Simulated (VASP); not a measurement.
Here is a VASP 6.6.1 calculation.

File INCAR:

```
SYSTEM = Zn4O
ALGO = Normal ; EDIFF = 1E-6
EDIFFG = -0.01 ; ENCUT = 600
GGA = PE ; IBRION = 2
ISIF = 3 ; ISMEAR = 0
LASPH = .TRUE. ; LCHARG = .FALSE.
LREAL = .FALSE. ; LUSENCCL = .FALSE.
LWAVE = .FALSE. ; NELM = 80
NSW = 100 ; PREC = Accurate
SIGMA = 0.1
```

File KPOINTS:

```
k-points
0
G
  12 12 12
  0 0 0
```

POSCAR

```
Zn4O
1.0
    1.4691273609      0.8482010773      9.0110576419
   -1.4691273609      0.8482010773      9.0110576419
    0.0000000000     -1.6964021545      9.0110576419
Zn O
4 1
Direct
    0.3826979707      0.3826979707      0.3826979707
    0.7930566634      0.7930566634      0.7930566634
    0.2069433366      0.2069433366      0.2069433366
    0.6173020293      0.6173020293      0.6173020293
    0.0000000000      0.0000000000      0.0000000000
```

Potentials or basis: VASP PAW PBE potentials, release 64 (Zn, O).

Command:

```sh
$ cat potpaw_PBE.64/Zn/POTCAR potpaw_PBE.64/O/POTCAR > POTCAR
$ mpirun -np 1 vasp_std > vasp.out
```

**Question.** Predict the band gap on the k mesh.

**Answer.** Zero (bands 27 and 28 overlap by 1.57 eV).

**Question.** Estimate the relaxed volume.

**Answer.** 13.63 Å³/atom.

**Question.** Estimate the relaxed cell.

**Answer.** a = 8.989 Å, b = 8.989 Å, c = 8.989 Å, α = 19.12°, β = 19.12°, γ = 19.12°.

Step by step:
| step | energy change (eV) | largest force (eV/Å) | pressure (GPa) | volume (Å³) |
| --- | --- | --- | --- | --- |
| 1 | 0.0000 | 0.1996 | 0.79 | 67.37 |
| 2 | -0.0186 | 0.1504 | -0.03 | 68.02 |
| 3 | -0.0264 | 0.0703 | -0.99 | 68.98 |
| 4 | -0.0268 | 0.0867 | -0.76 | 68.81 |
| 5 | -0.0291 | 0.0656 | 0.00 | 68.12 |
| 6 | -0.0292 | 0.0637 | 0.17 | 68.14 |
| 7 | -0.0292 | 0.0558 | 0.03 | 68.22 |
| 8 | -0.0298 | 0.0223 | 0.01 | 68.16 |
| 9 | -0.0299 | 0.0092 | -0.09 | 68.13 |
